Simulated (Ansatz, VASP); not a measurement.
## One calculation of Si3N4, two programs

```
Si N
1.0
     7.45355    0.00000    0.00000
    -3.72678    6.45496    0.00000
     0.00000    0.00000    2.84753
Si N
6 8
Direct
  0.23419 0.82791 0.75000
  0.40628 0.23419 0.25000
  0.82791 0.59372 0.25000
  0.17209 0.40628 0.75000
  0.59372 0.76581 0.75000
  0.76581 0.17209 0.25000
  0.33333 0.66667 0.75000
  0.66667 0.33333 0.25000
  0.97216 0.67051 0.75000
  0.30165 0.97216 0.25000
  0.67051 0.69835 0.25000
  0.32949 0.30165 0.75000
  0.02784 0.32949 0.25000
  0.69835 0.02784 0.75000
```

Change from the starting cell: hydrostatic strain -2.0%.

Alike in both runs: task single point; functional r2SCAN; k mesh 6 × 6 × 8; no spin polarisation.

|  | VASP | Ansatz |
| --- | --- | --- |
| version | VASP 6.6.1 | Ansatz 0.2.0 |
| potentials or method | VASP PAW PBE potentials, release 64 (Si, N) | plane waves, PAW |
| plane-wave cutoff (eV) | 520 | 500 |
| occupations | gaussian, width 0.01 eV | fixed |
| valence electrons in the cell | 64 | 64 |

```csv
,VASP,Ansatz,Ansatz less VASP
gap on the k mesh at the Fermi level (eV),5.25,5.26,+0.008
pressure (GPa),17.2,17.3,+0.16
"traceless stress, the component that is largest in VASP (GPa)",0.73,0.77,+0.040
```

VASP's potentials were made for PBE, not for r2SCAN.
